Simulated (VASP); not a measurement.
# CaTl2H2 (P-3m1) in VASP: notebook, part 2 of 2

VASP 6.6.1. The steps go on from the part before.

## Step 3: Single point, PBE

This run uses another cell than the first one, of 23.60 Å³/atom.

The input, INCAR:

```
SYSTEM = CaTl2H2
PREC = Accurate ; ENCUT = 520
EDIFF = 1E-6 ; ISMEAR = 0
SIGMA = 0.1 ; LREAL = .False.
LASPH = .True. ; NELM = 80
ALGO = Normal ; ISIF = 2
LWAVE = .False. ; LCHARG = .True.
GGA = PE ; LELF = .True.
LVHAR = .True. ; NBANDS = 27
```

The input, KPOINTS:

```
regular mesh
0
Gamma
  12 12 6
  0 0 0
```

The input, POSCAR:

```
CaTl2H2
1.0
    4.3805824875      0.0000000000      0.0000000000
   -2.1902912437      3.7936957175      0.0000000000
    0.0000000000      0.0000000000      7.1005582544
Ca Tl H
1 2 2
Direct
    0.0000000000      0.0000000000      0.0000000000
    0.3333333333      0.6666666667      0.3358624002
    0.6666666667      0.3333333333      0.6641375998
    0.0000000000      0.0000000000      0.4439089741
    0.0000000000      0.0000000000      0.5560910259
```

Potentials or basis: VASP PAW PBE potentials, release 64 (Ca_sv, Tl_d, H).

On the command line:

```
$ cat potpaw_PBE.64/Ca_sv/POTCAR potpaw_PBE.64/Tl_d/POTCAR potpaw_PBE.64/H/POTCAR > POTCAR
$ mpirun -np 1 vasp_std > vasp.out
```

OUTCAR:

```text
SYSTEM = CaTl2H2
   PREC = Accurate
   ENCUT = 520
   EDIFF = 1E-6
   ISMEAR = 0
   LREAL = .False.
   LASPH = .True.
   NELM = 80
   ISIF = 2
   GGA = PE

 ion  position               nearest neighbor table
   1  0.000  0.000  0.000-   2 3.48   3 3.48   2 3.48   3 3.48   3 3.48   2 3.48
   2  0.333  0.667  0.336-   3 3.44   3 3.44   3 3.44   1 3.48   1 3.48   1 3.48
   3  0.667  0.333  0.664-   2 3.44   2 3.44   2 3.44   1 3.48   1 3.48   1 3.48
   4  0.000  0.000  0.444-   5 0.80
   5  0.000  0.000  0.556-   4 0.80

  LATTYP: Found a hexagonal cell.
 ALAT       =     4.3805824875
 C/A-ratio  =     1.6209164591

  Lattice vectors:

 A1 = (   4.3805824875,   0.0000000000,   0.0000000000)
 A2 = (  -2.1902912437,   3.7936957175,   0.0000000000)
 A3 = (   0.0000000000,   0.0000000000,   7.1005582544)

Analysis of symmetry for initial positions (statically):
=====================================================================
 Subroutine PRICEL returns:
 Original cell was already a primitive cell.

 Routine SETGRP: Setting up the symmetry group for a
[... 169 lines left out ...]
  ext. energy  EPLUGINS =         0.00000000
  ---------------------------------------------------
  free energy    TOTEN  =       -12.35293782 eV

  energy without entropy =      -12.34140485  energy(sigma->0) =      -12.34717134

 E-fermi :   3.8517     XC(G=0):  -8.7340

 val. band max:        3.8391747803   @ k =  -0.0833   0.2500   0.1667
 cond. band min:       3.8540797160   @ k =   0.0000   0.3333   0.3333
 fundamental gap:      0.0149049357
 Fermi energy:         3.8517062190

 k-point     1 :       0.0000    0.0000    0.0000
  band No.  band energies     occupation
      1     -38.6292      2.00000
      2     -19.6358      2.00000
      3     -19.5844      2.00000
      4     -19.5844      2.00000
      5      -7.9872      2.00000
      6      -7.9872      2.00000
[... 709 lines left out ...]
     26       7.8614      0.00000
     27       8.3832      0.00000

 [... further k-points ...]
[... 5 lines left out ...]
  --------------------------------------------------------------------------------------
  -------------------------------------------------------------------------------------
  Total       -0.0474016     -0.0474016     -0.0328559     -0.0000000      0.0000000      0.0000000
  in kB       -0.6436010     -0.6436010     -0.4461045     -0.0000000      0.0000000      0.0000000
  external PRESSURE =      -0.5777689 kB  Pullay stress =       0.0000000 kB

 VOLUME and BASIS-vectors are now :
 -----------------------------------------------------------------------------
  energy-cutoff  :      520.00
  volume of cell :      118.00
      direct lattice vectors                 reciprocal lattice vectors
     4.380582487  0.000000000  0.000000000     0.228280144  0.131797602  0.000000000
    -2.190291244  3.793695717  0.000000000     0.000000000  0.263595205  0.000000000
     0.000000000  0.000000000  7.100558254     0.000000000  0.000000000  0.140833997

 POSITION                                       TOTAL-FORCE (eV/Angst)
 -----------------------------------------------------------------------------------
      0.00000      0.00000      0.00000        -0.000000      0.000000      0.000000
     -0.00000      2.52913      2.38481         0.000000      0.000000      0.000545
      2.19029      1.26457      4.71575         0.000000     -0.000000     -0.000545
      0.00000      0.00000      3.15200        -0.000000     -0.000000     -0.000224
      0.00000      0.00000      3.94856        -0.000000      0.000000      0.000224
 -----------------------------------------------------------------------------------
    total drift:                                0.000000      0.000000      0.000000

  FREE ENERGIE OF THE ION-ELECTRON SYSTEM (eV)
  ---------------------------------------------------
  free  energy   TOTEN  =       -12.3529378235 eV

  energy  without entropy=      -12.3414048470  energy(sigma->0) =      -12.34717134
```

OSZICAR:

```text
N       E                     dE             d eps       ncg     rms          rms(c)
DAV:   1     0.236016678812E+03    0.23602E+03   -0.19070E+04  5400   0.129E+03
DAV:   2    -0.424761582965E+01   -0.24026E+03   -0.23642E+03  5808   0.309E+02
DAV:   3    -0.127110653109E+02   -0.84634E+01   -0.83634E+01  8030   0.503E+01
DAV:   4    -0.129943623917E+02   -0.28330E+00   -0.28111E+00  7606   0.644E+00
DAV:   5    -0.130015265172E+02   -0.71641E-02   -0.71603E-02  6948   0.957E-01    0.514E+00
DAV:   6    -0.124731080409E+02    0.52842E+00   -0.54914E-01  6120   0.473E+00    0.305E+00
DAV:   7    -0.123458844593E+02    0.12722E+00   -0.87942E-01  5862   0.413E+00    0.916E-01
DAV:   8    -0.123522270065E+02   -0.63425E-02   -0.17866E-01  5834   0.188E+00    0.288E-01
DAV:   9    -0.123527339618E+02   -0.50696E-03   -0.73669E-03  6514   0.383E-01    0.948E-02
DAV:  10    -0.123529117466E+02   -0.17778E-03   -0.11384E-03  6615   0.138E-01    0.462E-02
DAV:  11    -0.123529435513E+02   -0.31805E-04   -0.10137E-04  6822   0.516E-02    0.114E-02
DAV:  12    -0.123529379105E+02    0.56409E-05   -0.20346E-05  5455   0.191E-02    0.454E-03
DAV:  13    -0.123529378235E+02    0.86933E-07   -0.57663E-06  5314   0.104E-02
   1 F= -.12352938E+02 E0= -.12347171E+02  d E =-.115330E-01
```

stdout:

```text
POSCAR found type information on POSCAR CaTlH
 POSCAR found :  3 types and       5 ions
 scaLAPACK will be used
 LDA part: xc-table for (Slater+PW92), standard interpolation
 POSCAR, INCAR and KPOINTS ok, starting setup
 FFT: planning ... GRIDC
 FFT: planning ... GRID_SOFT
 FFT: planning ... GRID
 WAVECAR not read
 entering main loop
```

Run time: 3.2 min. Hardware: 1 thread of Intel Xeon 6975P-C (Granite Rapids), shared host; peak memory 0.45 GiB.

What came out:

```
Free energy            : -12.3529 eV
Pressure               : -0.1 GPa
Band gap on the k mesh : zero (bands 19 and 20 overlap by 2.41 eV)
```

Caveat: spin-orbit coupling is left out, which moves the levels of the heavy elements.

## Step 4: Relaxation of cell and atoms, PBE

This run uses another cell than the first one, of 23.29 Å³/atom.

The input, INCAR:

```
SYSTEM = CaTl2H2
PREC = Accurate ; ENCUT = 600
EDIFF = 1E-7 ; ISMEAR = 0
SIGMA = 0.1 ; LREAL = .FALSE.
LASPH = .TRUE. ; NELM = 80
ALGO = Normal ; ISIF = 3
LWAVE = .FALSE. ; LCHARG = .FALSE.
GGA = PE ; IBRION = 2
NSW = 90 ; EDIFFG = -0.04
```

The input, KPOINTS:

```
Automatic mesh
0
G
  6 6 4
  0 0 0
```

The input, POSCAR:

```
CaTl2H2
1.0
    5.1452492166      0.0000000000      0.0000000000
   -2.5726246083      4.4559165303      0.0000000000
    0.0000000000      0.0000000000      5.0787024563
Ca Tl H
1 2 2
Direct
    0.0000000000      0.0000000000      0.0000000000
    0.3333333333      0.6666666667      0.2775000000
    0.6666666667      0.3333333333      0.7225000000
    0.0000000000      0.0000000000      0.3809000000
    0.0000000000      0.0000000000      0.6191000000
```

On the command line:

```
$ cat potpaw_PBE.64/Ca_sv/POTCAR potpaw_PBE.64/Tl_d/POTCAR potpaw_PBE.64/H/POTCAR > POTCAR
$ mpirun -np 1 vasp_std > vasp.out
```

It took 19 min on 1 thread of Intel Xeon 6975P-C (Granite Rapids), shared host; peak memory 0.33 GiB.

Results (log left out):

```yaml
Free_energy: -12.2586 eV
Relaxed_volume: 22.93 Å³/atom
Relaxed_cell: a = 4.711 Å, b = 4.711 Å, c = 5.964 Å, α = 90.00°, β = 90.00°, γ = 120.00°
Space_group_after_relaxing_to_0.1_Å: P-3m1 (No. 164)
Pressure_after_relaxing: 0.2 GPa
Largest_force_after_relaxing: 0.033 eV/Å
Band_gap_on_the_k_mesh: zero (bands 19 and 20 overlap by 2.12 eV)
```

Forces on the atoms (eV/Å):
```
Ca   0.000  0.000  0.000
Tl   0.000  0.000 -0.033
Tl   0.000  0.000  0.033
H    0.000  0.000  0.024
H    0.000  0.000 -0.024
```

Final structure:
```xyz
5
Lattice="4.7113 0.0000 0.0000 -2.3557 4.0801 0.0000 0.0000 0.0000 5.9636" Properties=species:S:1:pos:R:3 pbc="T T T"
Ca    0.0000    0.0000    0.0000
Tl    0.0000    2.7201    2.1064
Tl    2.3557    1.3600    3.8572
H     0.0000    0.0000    2.5821
H    -2.3557    4.0801    3.3815
```

Levels at points of the mesh, in eV from the Fermi level:
```
           k point  band 16  band 17  band 18  band 19  band 20  band 21  band 22  band 23
(0.00, 0.00, 0.00)    -5.75    -4.71    -1.37     0.62     0.62     2.15     2.31     2.31
(0.50, 0.00, 0.00)    -6.92    -5.15    -0.58    -0.48    -0.26     0.86     0.87     1.64
(0.00, 0.00, 0.50)    -5.84    -5.45     0.42     1.22     1.22     1.29     1.85     1.85
(0.50, 0.00, 0.50)    -6.84    -5.13    -2.07    -1.20    -0.46     0.62     2.13     2.89
```

Caveat: a cell axis changed by over 15 % at a fixed basis, so the end point is rough; spin-orbit coupling is left out, which moves the levels of the heavy elements.

## Step 5: Summary

```csv
task,cell,k mesh,cutoff (eV),gap on the mesh (eV),pressure (GPa),largest force (eV/Å)
single point,"a = 4.738, b = 4.738, c = 5.912 Å, angles 90.0, 90.0, 120.0°, 5 atoms, atomic positions A",6 × 6 × 4,520,none,0.1,0.01
single point,"a = 4.381, b = 4.381, c = 7.101 Å, angles 90.0, 90.0, 120.0°, 5 atoms, atomic positions B",12 × 12 × 6,520,none,-0.1,-
relaxation of cell and atoms,"relaxed from a = 5.145, b = 5.145, c = 5.079 Å, angles 90.0, 90.0, 120.0°, 5 atoms, atomic positions C",6 × 6 × 4,600,none,0.2,0.03
```

Alike in all rows: level PBE; potentials or basis VASP PAW PBE potentials, release 64 (Ca_sv, Tl_d, H); no spin polarisation; smearing gaussian 0.1 eV.

Caveats: spin-orbit coupling is left out, which moves the levels of the heavy elements; a cell axis changed by over 15 % at a fixed basis, so the end point is rough (at least some runs).

Total energies depend on the potentials used, so only differences within one code and one set of settings carry meaning.

The gap in the log of VASP goes by the Fermi energy; the results here count the filled bands.